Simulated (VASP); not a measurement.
# KMgF3 (Pm-3m) in VASP: a series of runs, part 2 of 2

VASP 6.6.1. The steps go on from the part before.

### 4 Relaxation of cell and atoms, PBE

INCAR reads:

```
  ALGO = Normal
  EDIFF = 1E-7
  EDIFFG = -0.01
  ENCUT = 600
  GGA = PE
  GGA_COMPAT = False
  IBRION = 2
  ISIF = 3
  ISMEAR = 0
  LASPH = True
  LCHARG = False
  LREAL = False
  LWAVE = False
  NELM = 120
  NELMIN = 4
  NSW = 100
  PREC = Accurate
  SIGMA = 0.02
```

KPOINTS reads:

```
k-points
0
Gamma
  6 6 6
```

POSCAR reads:

```
KMgF3
1.0
    4.0525130587      0.0000000000      0.0000000000
    0.0000000000      4.0525130587      0.0000000000
    0.0000000000      0.0000000000      4.0525130587
K Mg F
1 1 3
Direct
    0.5000000000      0.5000000000      0.5000000000
    0.0000000000      0.0000000000      0.0000000000
    0.0000000000      0.5000000000      0.0000000000
    0.0000000000      0.0000000000      0.5000000000
    0.5000000000      0.0000000000      0.0000000000
```

Potentials or basis: VASP PAW PBE potentials, release 64 (K_sv, Mg, F).

The run is started by

```console
$ cat potpaw_PBE.64/K_sv/POTCAR potpaw_PBE.64/Mg/POTCAR potpaw_PBE.64/F/POTCAR > POTCAR
$ mpirun -np 1 vasp_std > vasp.out
```

OUTCAR:

```text
EDIFF = 1E-7
   EDIFFG = -0.01
   ENCUT = 600
   GGA = PE
   IBRION = 2
   ISIF = 3
   ISMEAR = 0
   LASPH = True
   LREAL = False
   NELM = 120
   NELMIN = 4
   NSW = 100
   PREC = Accurate

 ion  position               nearest neighbor table
   1  0.500  0.500  0.500-   2 3.51   2 3.51   2 3.51   2 3.51   2 3.51   2 3.51   2 3.51   2 3.51

   2  0.000  0.000  0.000-   3 2.03   4 2.03   5 2.03   4 2.03   3 2.03   5 2.03   1 3.51   1 3.51
                             1 3.51   1 3.51   1 3.51   1 3.51   1 3.51   1 3.51
   3  0.000  0.500  0.000-   2 2.03   2 2.03
   4  0.000  0.000  0.500-   2 2.03   2 2.03
   5  0.500  0.000  0.000-   2 2.03   2 2.03

  LATTYP: Found a simple cubic cell.
 ALAT       =     4.0525130587

  Lattice vectors:

 A1 = (   4.0525130587,   0.0000000000,   0.0000000000)
 A2 = (   0.0000000000,   4.0525130587,   0.0000000000)
 A3 = (   0.0000000000,   0.0000000000,   4.0525130587)

Analysis of symmetry for initial positions (statically):
=====================================================================
 Subroutine PRICEL returns:
 Original cell was already a primitive cell.

 Routine SETGRP: Setting up the symmetry group for a
 simple cubic supercell.

[... 222 lines left out ...]
 Fermi energy:        -1.6388240600

 k-point     1 :       0.0000    0.0000    0.0000
  band No.  band energies     occupation
      1     -27.5650      2.00000
      2     -21.8265      2.00000
      3     -21.2291      2.00000
      4     -21.2291      2.00000
      5     -11.0516      2.00000
      6     -11.0516      2.00000
[... 449 lines left out ...]
     19       8.4487      0.00000
     20      11.8016      0.00000

------------------------ aborting loop because EDIFF is reached ----------------------------------------

  FORCE on cell =-STRESS in cart. coord.  units (eV):
  Direction    XX          YY          ZZ          XY          YZ          ZX
  --------------------------------------------------------------------------------------
  -------------------------------------------------------------------------------------
  Total       -0.0371030     -0.0371030     -0.0371030     -0.0000000     -0.0000000      0.0000000
  in kB       -0.8980814     -0.8980814     -0.8980814     -0.0000000     -0.0000000      0.0000000
  external PRESSURE =      -0.8980814 kB  Pullay stress =       0.0000000 kB

 VOLUME and BASIS-vectors are now :
 -----------------------------------------------------------------------------
  energy-cutoff  :      600.00
  volume of cell :       66.19
      direct lattice vectors                 reciprocal lattice vectors
     4.045151317 -0.000000000 -0.000000000     0.247209541  0.000000000  0.000000000
     0.000000000  4.045151317 -0.000000000     0.000000000  0.247209541 -0.000000000
    -0.000000000  0.000000000  4.045151317     0.000000000  0.000000000  0.247209541

 POSITION                                       TOTAL-FORCE (eV/Angst)
 -----------------------------------------------------------------------------------
      2.02258      2.02258      2.02258        -0.000000      0.000000      0.000000
      0.00000      0.00000      0.00000         0.000000     -0.000000      0.000000
      0.00000      2.02258     -0.00000         0.000000     -0.000000      0.000000
     -0.00000      0.00000      2.02258        -0.000000      0.000000      0.000000
      2.02258     -0.00000     -0.00000         0.000000     -0.000000      0.000000
 -----------------------------------------------------------------------------------
    total drift:                                0.000000      0.000000     -0.000000

  FREE ENERGIE OF THE ION-ELECTRON SYSTEM (eV)
  ---------------------------------------------------
  free  energy   TOTEN  =       -24.4579687462 eV

  energy  without entropy=      -24.4579687462  energy(sigma->0) =      -24.45796875

 reached required accuracy - stopping structural energy minimisation
```

OSZICAR:

```text
N       E                     dE             d eps       ncg     rms          rms(c)
DAV:   1     0.262079428167E+03    0.26208E+03   -0.18844E+04   816   0.170E+03
DAV:   2    -0.134124052458E+02   -0.27549E+03   -0.26439E+03  1064   0.409E+02
DAV:   3    -0.258872171537E+02   -0.12475E+02   -0.12440E+02  1000   0.864E+01
[... 17 lines left out ...]
DAV:   4    -0.244579494472E+02    0.95116E-04   -0.40944E-04  1400   0.121E-01    0.613E-02
DAV:   5    -0.244579701715E+02   -0.20724E-04   -0.36337E-05  1016   0.506E-02    0.139E-02
DAV:   6    -0.244579668232E+02    0.33483E-05   -0.19941E-05  1288   0.338E-02    0.414E-03
DAV:   7    -0.244579685024E+02   -0.16792E-05   -0.13968E-06  1288   0.568E-03    0.101E-03
DAV:   8    -0.244579687075E+02   -0.20512E-06   -0.26094E-08   608   0.116E-03    0.954E-05
DAV:   9    -0.244579687462E+02   -0.38640E-07   -0.66133E-09   564   0.551E-04
   2 F= -.24457969E+02 E0= -.24457969E+02  d E =-.613345E-03
```

CONTCAR:

```text
KMgF3
   1.00000000000000
     4.0451513169825795   -0.0000000000000000   -0.0000000000000000
     0.0000000000000000    4.0451513169825795   -0.0000000000000000
    -0.0000000000000000    0.0000000000000000    4.0451513169825795
  K               Mg              F
     1     1     3
Direct
     0.5000000000000000    0.5000000000000000    0.5000000000000000
     0.0000000000000000    0.0000000000000000    0.0000000000000000
     0.0000000000000000    0.5000000000000000    0.0000000000000000
     0.0000000000000000    0.0000000000000000    0.5000000000000000
     0.5000000000000000    0.0000000000000000    0.0000000000000000

  0.00000000E+00  0.00000000E+00  0.00000000E+00
  0.00000000E+00  0.00000000E+00  0.00000000E+00
  0.00000000E+00  0.00000000E+00  0.00000000E+00
  0.00000000E+00  0.00000000E+00  0.00000000E+00
  0.00000000E+00  0.00000000E+00  0.00000000E+00
```

Wall time 37 s (1 thread of Intel Xeon Platinum 8259CL at 2.50GHz (Skylake/Cascade Lake), shared host); peak memory 0.2 GiB.

What came out:

```yaml
Free_energy: -24.4580 eV
Relaxed_volume: 13.24 Å³/atom
Relaxed_cell: a = 4.045 Å, b = 4.045 Å, c = 4.045 Å, α = 90.00°, β = 90.00°, γ = 90.00°
Space_group_after_relaxing_to_0.1_Å: Pm-3m (No. 221)
Energy_gained_by_relaxing: 0.1 meV/atom
Ionic_steps: 2
Pressure_after_relaxing: -0.1 GPa
Band_gap_on_the_k_mesh: 6.98 eV (least direct gap 7.30 eV)
```

Step by step:
| step | energy change (eV) | largest force (eV/Å) | pressure (GPa) | volume (Å³) |
| --- | --- | --- | --- | --- |
| 1 | 0.0000 | 0.0000 | -0.45 | 66.55 |
| 2 | -0.0006 | 0.0000 | -0.09 | 66.19 |

Final structure:
```yaml
crystal:
  lattice:
    - [4.04515, 0.00000, 0.00000]
    - [0.00000, 4.04515, 0.00000]
    - [0.00000, 0.00000, 4.04515]
  atoms:
    - { symbol: K, position: [0.50000, 0.50000, 0.50000] }
    - { symbol: Mg, position: [0.00000, 0.00000, 0.00000] }
    - { symbol: F, position: [0.00000, 0.50000, 0.00000] }
    - { symbol: F, position: [0.00000, 0.00000, 0.50000] }
    - { symbol: F, position: [0.50000, 0.00000, 0.00000] }
```

Levels at points of the mesh, in eV from the valence-band top:
| k point | band 14 | band 15 | band 16 | band 17 | band 18 | band 19 |
| --- | --- | --- | --- | --- | --- | --- |
| (0.00, 0.00, 0.00) | -0.32 | -0.32 | -0.32 | 6.98 | 10.02 | 10.02 |
| (0.50, 0.00, 0.00) | -0.80 | -0.50 | -0.50 | 9.84 | 10.00 | 11.00 |
| (0.50, 0.50, 0.00) | -0.86 | -0.86 | -0.02 | 10.65 | 11.48 | 12.22 |
| (0.50, 0.50, 0.50) | 0.00 | 0.00 | 0.00 | 10.27 | 10.27 | 10.27 |

A k mesh can miss the band edges.

### 5 The runs side by side

| task | cell | k mesh | smearing | gap on the mesh (eV) | pressure (GPa) | relaxed volume (Å³/atom) |
| --- | --- | --- | --- | --- | --- | --- |
| single point | a = 4.053 Å, 5 atoms | 6 × 6 × 6 | gaussian 0.02 eV | 6.94 | -0.5 | - |
| relaxation of cell and atoms | relaxed from a = 3.978 Å, 5 atoms | 4 × 4 × 4 | gaussian 0.1 eV | 6.98 | 0.0 | 13.24 |
| relaxation of cell and atoms | relaxed from a = 4.053 Å, 5 atoms | 6 × 6 × 6 | gaussian 0.02 eV | 6.98 | -0.1 | 13.24 |

Alike in all rows: level PBE; potentials or basis VASP PAW PBE potentials, release 64 (K_sv, Mg, F); no spin polarisation; cutoff (eV) 600.

Total energies depend on the potentials used, so only differences within one code and one set of settings carry meaning.
